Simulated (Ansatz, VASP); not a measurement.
## TiPdSe2 in VASP and in Ansatz

Contents of INCAR:

```
SYSTEM = TiPdSe2
PREC = Accurate
ENCUT = 600
EDIFF = 1E-6
ISMEAR = 0
SIGMA = 0.15
LREAL = .False.
LASPH = .True.
NELM = 150
ALGO = Normal
ISIF = 3
LWAVE = .False.
LCHARG = .False.
ISPIN = 2
MAGMOM = 1 0 0 0
LORBIT = 11
LMAXMIX = 4
GGA = PE
IBRION = 2
NSW = 36
EDIFFG = -0.08
```

Contents of KPOINTS:

```
Automatic mesh
0
Gamma
  4 4 2
  0 0 0
```

The input POSCAR:

```
TiPdSe2
1.0
    3.2109631500      0.0000000000      0.0000000000
    0.0000000000      3.2109631500      0.0000000000
    0.0000000000      0.0000000000      7.9948946500
Ti Pd Se
1 1 2
Direct
    0.5000000000      0.5000000000      0.5000000000
    0.5000000000      0.5000000000      0.0000000000
    0.0000000000      0.0000000000      0.0000000000
    0.0000000000      0.0000000000      0.5000000000
```

Input for Ansatz:

```yaml
crystal:
  lattice:
    - [3.21096315, 0.0, 0.0]
    - [0.0, 3.21096315, 0.0]
    - [0.0, 0.0, 7.99489465]
  atoms:
    - { symbol: Ti, position: [0.5, 0.5, 0.5], spin: 1.0 }
    - { symbol: Pd, position: [0.5, 0.5, 0.0] }
    - { symbol: Se, position: [0.0, 0.0, 0.0] }
    - { symbol: Se, position: [0.0, 0.0, 0.5] }
basis:
  ecutwfc: 420
kpoints:
  mp_grid: { grid: [4, 4, 2] }
hamiltonian:
  xc: pbe
scf:
  occupations: { method: gaussian, width: 0.15 }
  lower_state_search: "off"
output:
  forces: true
  stress: true
  eigenvalues: true
  populations: true
magnetization:
  spin_polarized: true
relax:
  adjacent_minimum: "off"
  f_tol: 0.08
  max_steps: 16
  cell: { stress_tol: 0.8 }
```

Alike in both runs: task relaxation of cell and atoms; functional PBE; k mesh 4 × 4 × 2; occupations gaussian, width 0.15 eV; collinear spin.

|  | VASP | Ansatz |
| --- | --- | --- |
| version | VASP 6.6.1 | Ansatz 0.2.0 |
| potentials or method | VASP PAW PBE potentials, release 64 (Ti_sv, Pd, Se), cutoff 600 eV | scalar-relativistic, plane waves, PAW |
| valence electrons in the cell | 34 | 62 |

```csv
,VASP,Ansatz,Ansatz less VASP
"gap on the k mesh at the Fermi level, each at its own relaxed structure (eV)",none,none,-
net moment per atom (μB),0.00,0.40,+0.393
size of the moment on the site where the two differ most (μB),0.01,1.15,+1.139
relaxed volume (Å³/atom),19.14,19.52,+0.377
relaxed cell length with the largest relative difference (Å),5.570,5.775,+0.2056
```

The net moments are unlike, so the other rows may belong to different states. Site moments also hang on the region over which each program counts them. A gap of «none» marks a metal or a gap that the smearing closes. VASP's potentials hold 34 valence electrons a cell and Ansatz's 62, so a difference there can come from the potentials and not from the codes.

The k mesh is coarse, so the values compare programs but aren't converged.
